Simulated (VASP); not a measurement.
## Be5Te: relaxation of cell and atoms with PBE

Crystal: Be5Te.

```xyz
12
Lattice="3.9263 0.0000 0.0000 -1.9632 3.4003 0.0000 0.0000 0.0000 10.8533" Properties=species:S:1:pos:R:3 pbc="T T T"
Be    0.0000    0.0000    0.0000
Be   -1.3056    2.2751    9.0706
Be    0.6599    3.3935    9.0706
Be    1.9632    1.1334    0.0016
Be    0.0000    2.2669   10.8517
Be    0.6457    1.1321    9.0706
Be    2.6089    2.2682    1.7827
Be    0.6576    1.1252    1.7827
Be    2.6231    0.0068    1.7827
Be    0.0000    0.0000    5.4267
Te    1.9632    1.1334    6.8378
Te    0.0000    2.2669    4.0155
```

| Item | Value |
| --- | --- |
| Program | VASP 6.6.1 |
| Task | relaxation of cell and atoms |
| Functional | PBE |
| Potentials or basis | VASP PAW PBE potentials, release 64 (Be, Te) |
| Cutoff | 600 eV |
| k mesh | 12 × 12 × 4 |
| Occupations | gaussian, width 0.1 eV |
| Spin | no spin polarisation |
| Dipole correction | no |
| Further INCAR settings | ALGO = Fast; EDIFF = 1e-06; IBRION = 2; EDIFFG = -0.01; NSW = 100; ISIF = 3 |

```yaml
Relaxed_volume: 12.06 Å³/atom
Relaxed_cell: a = 3.931 Å, b = 3.931 Å, c = 10.818 Å, α = 90.00°, β = 90.00°, γ = 120.00°
Space_group_after_relaxing_to_0.1_Å: P321 (No. 150)
Energy_gained_by_relaxing: 0.2 meV/atom
Ionic_steps: 8
Pressure_after_relaxing: 0.0 GPa
Largest_force_after_relaxing: 0.005 eV/Å
Band_gap_on_the_k_mesh: zero (bands 16 and 17 overlap by 1.89 eV)
```

Forces on the atoms (eV/Å):
```
Be   0.000  0.000  0.000
Be   0.002  0.001  0.002
Be   0.000 -0.002  0.002
Be   0.000  0.000 -0.003
Be   0.000  0.000  0.003
Be  -0.002  0.001  0.002
Be  -0.002 -0.001 -0.002
Be   0.002 -0.001 -0.002
Be   0.000  0.002 -0.002
Be   0.000  0.000  0.000
Te   0.000  0.000  0.005
Te   0.000  0.000 -0.005
```

The path:
```
step  energy change (eV)  largest force (eV/Å)  pressure (GPa)  volume (Å³)
   1              0.0000                0.0571           -0.13       144.90
   2             -0.0016                0.0321            0.01       144.70
   3             -0.0020                0.0151            0.11       144.55
   4             -0.0020                0.0162            0.11       144.53
   5             -0.0021                0.0130            0.01       144.72
   6             -0.0021                0.0114           -0.05       144.83
   7             -0.0021                0.0122           -0.04       144.80
   8             -0.0022                0.0049           -0.02       144.77
```

Final structure:
```
Be Te
1.0
     3.93100    0.00000    0.00000
    -1.96550    3.40435    0.00000
     0.00000    0.00000   10.81757
Be Te
10 2
Cartesian
  -1.9655 3.4043 10.8176
  -1.3038 2.2823 9.0448
  0.6629 3.3924 9.0448
  1.9655 1.1348 0.0024
  0.0000 2.2696 10.8152
  0.6409 1.1341 9.0448
  2.6064 2.2703 1.7728
  0.6617 1.1221 1.7728
  2.6284 0.0120 1.7728
  -1.9655 3.4043 5.4088
  1.9655 1.1348 6.8139
  0.0000 2.2696 4.0037
```

Levels at points of the mesh, in eV from the Fermi level:
```tsv
k point	band 14	band 15	band 16	band 17	band 18	band 19
(0.00, 0.00, 0.00)	-0.64	-0.64	-0.35	0.07	0.10	0.48
(0.50, 0.00, 0.00)	-2.31	-1.18	-0.60	0.60	1.39	1.82
(0.00, 0.00, 0.50)	-0.68	-0.55	-0.37	0.07	0.10	1.22
(0.50, 0.00, 0.50)	-2.23	-1.19	-1.03	-0.90	1.82	2.05
```

Run time: 26 min on 1 thread of Oxide Virtual Turin-like Processor, with other jobs on the host, peak memory 0.44 GiB.

Caveat: spin-orbit coupling is left out, which moves the levels of the heavy elements.
